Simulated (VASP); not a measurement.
Set up this calculation in VASP 6.6.1, as the native input.

* Task: single point
* Functional: PBEsol
* Potentials or basis: VASP PAW PBE potentials, release 64 (Cu, O)
* Cutoff: 520 eV
* k mesh: 7 × 7 × 7
* Occupations: fermi-dirac, width 0.05 eV
* Spin: no spin polarisation
* Dipole correction: no
* Further INCAR settings: ALGO = Normal; EDIFF = 1e-06; NBANDS = 34

The structure of CuO lies in POSCAR:

```
CuO
1.0
    4.1105392399      0.0000000000      0.0000000000
    0.0000000000      4.1105392399      0.0000000000
    0.0000000000      0.0000000000      3.8400643062
Cu O
3 3
Direct
    0.5000000000      0.0000000000      0.5000000000
    0.0000000000      0.5000000000      0.5000000000
    0.0000000000      0.0000000000      0.0000000000
    0.0000000000      0.0000000000      0.5000000000
    0.5000000000      0.0000000000      0.0000000000
    0.0000000000      0.5000000000      0.0000000000
```

One way to write it, as run:

INCAR

```
  PREC = Accurate
  ENCUT = 520
  EDIFF = 1E-6
  ISMEAR = -1
  SIGMA = 0.05
  LREAL = False
  LASPH = True
  NELM = 60
  ALGO = Normal
  ISIF = 2
  LWAVE = False
  LCHARG = False
  GGA = PS
  NBANDS = 34
```

KPOINTS

```
Automatic mesh
0
Gamma
  7 7 7
```

Potentials or basis: VASP PAW PBE potentials, release 64 (Cu, O).

Command:

```console
$ cat potpaw_PBE.64/Cu/POTCAR potpaw_PBE.64/O/POTCAR > POTCAR
$ mpirun -np 1 vasp_std > vasp.out
```

It gave:

```
Pressure               : 0.6 GPa
Band gap on the k mesh : zero (an odd number of electrons rules out a gap without spin polarisation)
```

Caveat: the PAW data sets were made with another functional, which shifts forces and pressure a little; an odd number of electrons without spin polarisation forces a metal; a magnetic or distorted state may lie lower; semilocal functionals often make such compounds metallic where correlation or magnetic order opens a gap, which also shifts bond lengths.

Run time: 78 s on 1 thread of Intel(R) Xeon(R) Platinum 8488C (Sapphire Rapids), on a shared host, peak memory 0.21 GiB.
